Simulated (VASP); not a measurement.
**Li5Au3: relaxation of cell and atoms with PBE**

Li5Au3:

```
Li Au
1.0
    -3.15419    3.15419    3.15419
     3.15419   -3.15419    3.15419
     3.15419    3.15419   -3.15419
Li Au
5 3
Direct
  0.50000 0.50000 0.50000
  0.00000 0.00000 0.50000
  0.00000 0.50000 0.00000
  0.50000 0.00000 0.00000
  0.00000 0.00000 0.00000
  0.00000 0.50000 0.50000
  0.50000 0.00000 0.50000
  0.50000 0.50000 0.00000
```

```yaml
Program: VASP 6.6.1
Task: relaxation of cell and atoms
Functional: PBE
Potentials_or_basis: VASP PAW PBE potentials, release 64 (Li_sv, Au)
Cutoff: 600 eV
k_mesh: 8 × 8 × 8
Occupations: gaussian, width 0.1 eV
Spin: no spin polarisation
Dipole_correction: no
Further_INCAR_settings: ALGO = Fast; EDIFF = 1e-07; IBRION = 2; EDIFFG = -0.01; NSW = 100; ISIF = 3
```

| Property | Result |
| --- | --- |
| Relaxed volume | 15.32 Å³/atom |
| Relaxed cell | a = 5.420 Å, b = 5.420 Å, c = 5.420 Å, α = 109.47°, β = 109.47°, γ = 109.47° |
| Space group after relaxing (to 0.05 Å) | Im-3m (No. 229) |
| Energy gained by relaxing | 1.2 meV/atom |
| Ionic steps | 4 |
| Pressure after relaxing | 0.0 GPa |
| Band gap on the k mesh | zero (band 24 reaches 5.11 eV, above the bottom of band 25 at 3.42 eV) |

Step by step:
```tsv
step	energy change (eV)	largest force (eV/Å)	pressure (GPa)	volume (Å³)
1	0.0000	0.0000	-0.99	125.52
2	-0.0078	0.0000	-0.40	123.78
3	-0.0092	0.0000	-0.11	122.89
4	-0.0094	0.0000	0.01	122.56
```

Final structure:
```cif
data_structure
_symmetry_space_group_name_H-M 'P 1'
_symmetry_Int_Tables_number 1
_cell_length_a 5.4198
_cell_length_b 5.4198
_cell_length_c 5.4198
_cell_angle_alpha 109.471
_cell_angle_beta 109.471
_cell_angle_gamma 109.471
_cell_volume 122.56
loop_
_atom_site_label
_atom_site_type_symbol
_atom_site_fract_x
_atom_site_fract_y
_atom_site_fract_z
_atom_site_occupancy
Li1 Li 0.50000 0.50000 0.50000 1
Li2 Li 0.00000 0.00000 0.50000 1
Li3 Li 0.00000 0.50000 0.00000 1
Li4 Li 0.50000 0.00000 0.00000 1
Li5 Li 0.00000 0.00000 0.00000 1
Au1 Au 0.00000 0.50000 0.50000 1
Au2 Au 0.50000 0.00000 0.50000 1
Au3 Au 0.50000 0.50000 0.00000 1
```

Levels at points of the mesh, in eV from the Fermi level:
```tsv
k point	band 22	band 23	band 24	band 25	band 26	band 27
(0.00, 0.00, 0.00)	-0.02	-0.02	-0.02	-0.01	-0.01	-0.01
(0.50, 0.00, 0.00)	-3.51	-0.84	-0.23	0.33	0.67	2.57
(0.50, 0.50, 0.50)	-1.85	-1.45	-1.45	-1.45	-0.29	4.11
```

Wall time 27 min on 1 thread of Oxide Virtual Turin-like Processor (shared host), peak memory 0.36 GiB.

Caveat: the cutoff is under 1.25 times the usual one of these potentials, so pressure, stress and relaxed cells hold a basis-set (Pulay) error; spin-orbit coupling is left out, which moves the levels of the heavy elements.
